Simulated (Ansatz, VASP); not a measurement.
## Two plane-wave programs on LaY4F

```xyz
6
Lattice="0.0000 4.1117 4.1117 4.1117 0.0000 4.1117 4.1117 4.1117 0.0000" Properties=species:S:1:pos:R:3 pbc="T T T"
La    4.1117    4.1117    4.1117
Y     4.9539    3.2695    3.2695
Y     4.9539    4.9539    4.9539
Y     3.2695    4.9539    3.2695
Y     3.2695    3.2695    4.9539
F     0.0000    0.0000    0.0000
```

Change from the starting cell: species swapped into the RbBH4 type (F-43m, No. 216).

Alike in both runs: task single point; functional PBE; k mesh 4 × 4 × 4; occupations gaussian, width 0.1 eV; no spin polarisation.

|  | VASP | Ansatz |
| --- | --- | --- |
| version | VASP 6.6.1 | Ansatz 0.2.0 |
| potentials or method | VASP PAW PBE potentials, release 64 (La, Y_sv, F), cutoff 520 eV | scalar-relativistic, plane waves, PAW |
| valence electrons in the cell | 62 | 62 |

Ansatz gave:

| Item | Value |
| --- | --- |
| gap on the k mesh at the Fermi level (eV) | none |
| rms of the force components (eV/Å) | 79.222 |

Task: What did VASP give for the same quantities?

Result: gap on the k mesh at the Fermi level (eV): none; rms of the force components (eV/Å): 40.900.

Atom by atom the forces differ by 120.122 eV/Å (rms over components). A gap of «none» marks a metal or a gap that the smearing closes. With one functional, cell and mesh, what is left measures potentials, basis and numerics.

Neither program's run includes spin-orbit coupling.
